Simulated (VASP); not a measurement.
# V (Im-3m) in VASP: notebook

Runs on V. Level: LDA. Tasks: single point.

Program: VASP 6.6.1. These are calculated values, not measurements. Logs are shortened: lines on timing, memory, paths and dates and some standing lists are left out, and cuts for length are marked.

## 1. The cell of the first run

It takes space group Im-3m (No. 229, cubic). The conventional cell has a = 2.926 Å, b = 2.926 Å, c = 2.926 Å, α = 90.00°, β = 90.00°, γ = 90.00°. Within 3.3 Å of V (site symmetry m-3m) lie 14 V at 2.53 to 2.93 Å.

## 2. Single point, LDA

Input file INCAR:

```
SYSTEM = V
ALGO = Normal ; EDIFF = 1E-6
ENCUT = 500 ; GGA = CA
GGA_COMPAT = .False. ; ISIF = 2
ISMEAR = 0 ; LASPH = .True.
LCHARG = .False. ; LREAL = .False.
LWAVE = .False. ; NBANDS = 12
NELM = 120 ; PREC = Accurate
SIGMA = 0.05
```

Input file KPOINTS:

```
k-points
0
Gamma
  20 20 20
  0 0 0
```

Input file POSCAR:

```
V
1.0
   -1.4629224988      1.4629224988      1.4629224988
    1.4629224988     -1.4629224988      1.4629224988
    1.4629224988      1.4629224988     -1.4629224988
V
1
Direct
    0.0000000000      0.0000000000      0.0000000000
```

Potentials or basis: VASP PAW LDA potentials, release 64 (V_sv).

The run is started by

```sh
$ cat potpaw_LDA.64/V_sv/POTCAR > POTCAR
$ mpirun -np 1 vasp_std > vasp.out
```

OUTCAR:

```text
SYSTEM = V
   EDIFF = 1E-6
   ENCUT = 500
   GGA = CA
   ISIF = 2
   ISMEAR = 0
   LASPH = .True.
   LREAL = .False.
   NELM = 120
   PREC = Accurate

 ion  position               nearest neighbor table
   1  0.000  0.000  0.000-

  LATTYP: Found a body centered cubic cell.
 ALAT       =     2.9258449976

  Lattice vectors:

 A1 = (  -1.4629224988,   1.4629224988,   1.4629224988)
 A2 = (   1.4629224988,  -1.4629224988,   1.4629224988)
 A3 = (   1.4629224988,   1.4629224988,  -1.4629224988)

Analysis of symmetry for initial positions (statically):
=====================================================================
 Subroutine PRICEL returns:
 Original cell was already a primitive cell.

 Routine SETGRP: Setting up the symmetry group for a
 body centered cubic supercell.

 Subroutine GETGRP returns: Found 48 space group operations
 (whereof 48 operations were pure point group operations)
 out of a pool of 48 trial point group operations.

The static configuration has the point symmetry O_h .

Analysis of symmetry for dynamics (positions and initial velocities):
=====================================================================
 Subroutine PRICEL returns:
 Original cell was already a primitive cell.

 Routine SETGRP: Setting up the symmetry group for a
 body centered cubic supercell.

 Subroutine GETGRP returns: Found 48 space group operations
 (whereof 48 operations were pure point group operations)
 out of a pool of 48 trial point group operations.

The dynamic configuration has the point symmetry O_h .

 Subroutine INISYM returns: Found 48 space group operations
 (whereof 48 operations are pure point group operations),
 and found     1 'primitive' translations

----------------------------------------------------------------------------------------

                                     Primitive cell

  volume of cell :      12.5234

  direct lattice vectors                    reciprocal lattice vectors
    -1.462922499  1.462922499  1.462922499     0.000000000  0.341781605  0.341781605
     1.462922499 -1.462922499  1.462922499     0.341781605  0.000000000  0.341781605
     1.462922499  1.462922499 -1.462922499     0.341781605  0.341781605  0.000000000

  length of vectors
     2.533856095  2.533856095  2.533856095     0.483352182  0.483352182  0.483352182

  position of ions in fractional coordinates (direct lattice)
     0.000000000  0.000000000  0.000000000

  ion indices of the primitive-cell ions
   primitive index   ion index
[... 80 lines left out ...]
   ISYM   =      2    0-nonsym 1-usesym 2-fastsym
   POTIM  = 0.5000    time-step for ionic-motion
   TEBEG  =    0.0;   TEEND  =   0.0 temperature during run
   PSTRESS=    0.0 pullay stress
   NELECT =      13.0000    total number of electrons
   NUPDOWN=      -1.0000    fix difference up-down
   EMIN   =  10.00;   EMAX   =-10.00  energy-range for DOS
   EFERMI =   0.00;   METHOD = LEGACY
   ISMEAR =     0;   SIGMA  =   0.05  broadening in eV -4-tet -1-fermi 0-gaus
   EFERMI_NEDOS =   21; number of points for ismear=-14 and -15
   IALGO  =     38    algorithm
   IMIX   =      4    mixing-type and parameters
     AMIX     =   0.40;   BMIX     =  1.00
     AMIX_MAG =   1.60;   BMIX_MAG =  1.00
  volume/ion in A,a.u.               =      12.52        84.51
  Fermi-wavevector in a.u.,A,eV,Ry     =   1.657606  3.132421 37.384150  2.747658
  Thomas-Fermi vector in A             =   2.745330
   LORBIT       =      0    0 simple, 1 ext, 2 COOP (PROOUT), +10 PAW based schemes
   GGA     = CA    functional components
   LHFCALC =     F    Hartree Fock is set to
   AEXX    =    0.0000 exact exchange contribution
   IVDW    =     0    specifies the selected vdW correction
   LEPSILON=     F    determine dielectric tensor
   LRPA    =     F    only Hartree local field effects (RPA)
 non-spin polarized calculation
 Gauss-broadening in eV      SIGMA  =   0.05
  energy-cutoff  :      500.00
  volume of cell :       12.52
 maximum number of plane-waves:       331
   NGX =  9   NGY =  9   NGZ =  9

 number of electron      13.0000012 magnetization

 Free energy of the ion-electron system (eV)
  ---------------------------------------------------
  ext. energy  EPLUGINS =         0.00000000
  ---------------------------------------------------
  free energy    TOTEN  =        -9.95007752 eV

  energy without entropy =       -9.94820620  energy(sigma->0) =       -9.94914186

 E-fermi :  10.4163     XC(G=0): -13.6322

 val. band max:       10.4088038174   @ k =   0.3000   0.1000   0.1000
 cond. band min:      10.4240125375   @ k =   0.3000   0.1000   0.0000
 fundamental gap:      0.0152087201
 Fermi energy:        10.4162827350

 k-point     1 :       0.0000    0.0000    0.0000
  band No.  band energies     occupation
      1     -52.4666      2.00000
      2     -26.0324      2.00000
      3     -26.0324      2.00000
      4     -26.0324      2.00000
      5       3.7694      2.00000
      6      10.8195      0.00000
      7      10.8195      0.00000
      8      10.8195      0.00000
      9      13.0064      0.00000
     10      13.0064      0.00000
     11      31.5326      0.00000
     12      31.5326      0.00000
[... 331 lines left out ...]
 k-point    24 :       0.2500    0.1000   -0.0000
  band No.  band energies     occupation
      1     -52.2753      2.00000
      2     -26.8179      2.00000
      3     -26.2820      2.00000
      4     -26.0782      2.00000
      5       6.8461      2.00000
      6       9.6477      2.00000
      7      10.1407      2.00000
      8      12.6026      0.00000
      9      13.3393      0.00000
     10      13.6773      0.00000
     11      26.0387      0.00000
     12      28.3425      0.00000

 [... further k-points ...]

------------------------ aborting loop because EDIFF is reached ----------------------------------------

  FORCE on cell =-STRESS in cart. coord.  units (eV):
  Direction    XX          YY          ZZ          XY          YZ          ZX
  --------------------------------------------------------------------------------------
  -------------------------------------------------------------------------------------
  Total        0.0312992      0.0312992      0.0312992      0.0000000      0.0000000     -0.0000000
  in kB        4.0042414      4.0042414      4.0042414      0.0000000      0.0000000     -0.0000000
  external PRESSURE =       4.0042414 kB  Pullay stress =       0.0000000 kB

 VOLUME and BASIS-vectors are now :
 -----------------------------------------------------------------------------
  energy-cutoff  :      500.00
  volume of cell :       12.52
      direct lattice vectors                 reciprocal lattice vectors
    -1.462922499  1.462922499  1.462922499     0.000000000  0.341781605  0.341781605
     1.462922499 -1.462922499  1.462922499     0.341781605  0.000000000  0.341781605
     1.462922499  1.462922499 -1.462922499     0.341781605  0.341781605  0.000000000

 POSITION                                       TOTAL-FORCE (eV/Angst)
 -----------------------------------------------------------------------------------
      0.00000      0.00000      0.00000        -0.000000      0.000000      0.000000
 -----------------------------------------------------------------------------------
    total drift:                                0.000000      0.000000      0.000000

  FREE ENERGIE OF THE ION-ELECTRON SYSTEM (eV)
  ---------------------------------------------------
  free  energy   TOTEN  =        -9.9500775215 eV

  energy  without entropy=       -9.9482062037  energy(sigma->0) =       -9.94914186
```

OSZICAR:

```text
N       E                     dE             d eps       ncg     rms          rms(c)
DAV:   1     0.874793434009E+02    0.87479E+02   -0.69113E+03  6176   0.117E+03
DAV:   2    -0.100188673033E+02   -0.97498E+02   -0.94496E+02  6268   0.327E+02
DAV:   3    -0.112554927309E+02   -0.12366E+01   -0.12327E+01  6676   0.429E+01
DAV:   4    -0.112615145181E+02   -0.60218E-02   -0.60217E-02  6748   0.318E+00
DAV:   5    -0.112615838344E+02   -0.69316E-04   -0.69316E-04  6620   0.323E-01    0.206E+01
DAV:   6    -0.998627172776E+01    0.12753E+01   -0.27889E+00  6388   0.282E+01    0.249E+00
DAV:   7    -0.996033843140E+01    0.25933E-01   -0.26912E-02  6464   0.207E+00    0.133E+00
DAV:   8    -0.995002756931E+01    0.10311E-01   -0.61719E-03  6448   0.122E+00    0.736E-02
DAV:   9    -0.995006568265E+01   -0.38113E-04   -0.82248E-05  6416   0.127E-01    0.534E-02
DAV:  10    -0.995007755153E+01   -0.11869E-04   -0.36349E-06  6380   0.223E-02    0.160E-03
DAV:  11    -0.995007752147E+01    0.30065E-07   -0.21374E-07  3252   0.781E-03
   1 F= -.99500775E+01 E0= -.99491419E+01  d E =-.187132E-02
```

stdout:

```text
POSCAR found type information on POSCAR V
 POSCAR found :  1 types and       1 ions
 scaLAPACK will be used
 LDA part: xc-table for (Slater(with rela. corr.)+CA(PZ))
 , standard interpolation
 POSCAR, INCAR and KPOINTS ok, starting setup
 FFT: planning ... GRIDC
 FFT: planning ... GRID_SOFT
 FFT: planning ... GRID
 WAVECAR not read
 entering main loop
```

It took 9.9 s on 1 thread of Intel Xeon 6975P-C (Granite Rapids), shared host; peak memory 0.14 GiB.

Results:

| Quantity | Value |
| --- | --- |
| Free energy | -9.9501 eV |
| Pressure | 0.4 GPa |

## 3. Single point, LDA (volume scaled by 0.960)

Input file INCAR:

```
SYSTEM = V
ALGO     = Normal         ! electronic algorithm
EDIFF    = 1E-6           ! SCF threshold, eV
ENCUT    = 500            ! plane-wave cutoff, eV
GGA_COMPAT= .FALSE.      
ISIF     = 2              ! what is computed and relaxed
ISMEAR   = 0              ! smearing method
LASPH    = .TRUE.         ! aspherical terms in the spheres
LCHARG   = .TRUE.         ! write CHGCAR
LELF     = .TRUE.         ! ELF
LREAL    = .FALSE.        ! projectors in reciprocal space
LVHAR    = .TRUE.       
LWAVE    = .FALSE.        ! write WAVECAR
NBANDS   = 12             ! bands
NELM     = 120            ! most SCF steps
PREC     = Accurate       ! precision mode
SIGMA    = 0.05           ! smearing width, eV
```

Input file KPOINTS:

```
k-points
0
G
  22 22 22
  0 0 0
```

Input file POSCAR:

```
V
1.0
   -1.4429707529      1.4429707529      1.4429707529
    1.4429707529     -1.4429707529      1.4429707529
    1.4429707529      1.4429707529     -1.4429707529
V
1
Direct
    0.0000000000      0.0000000000      0.0000000000
```

Potentials or basis: VASP PAW LDA potentials, release 64 (V_sv).

The run is started by

```sh
$ cat potpaw_LDA.64/V_sv/POTCAR > POTCAR
$ mpirun -np 1 vasp_std > vasp.out
```

It took 13 s on 1 thread of Intel Xeon 6975P-C (Granite Rapids), shared host; peak memory 0.15 GiB.

It converged, with:

```yaml
Free_energy: -9.9335 eV
Pressure: 9.9 GPa
```

Levels at points of the mesh, in eV from the Fermi level:
| k point | band 3 | band 4 | band 5 | band 6 | band 7 | band 8 | band 9 | band 10 |
| --- | --- | --- | --- | --- | --- | --- | --- | --- |
| (0.00, 0.00, 0.00) | -36.33 | -36.33 | -6.72 | 0.40 | 0.40 | 0.40 | 2.70 | 2.70 |
| (0.50, 0.00, 0.00) | -36.74 | -36.35 | -3.59 | -1.40 | 2.21 | 2.74 | 3.14 | 4.77 |
| (0.50, 0.50, 0.50) | -37.22 | -37.22 | -3.59 | -3.59 | 4.30 | 4.30 | 4.30 | 11.36 |
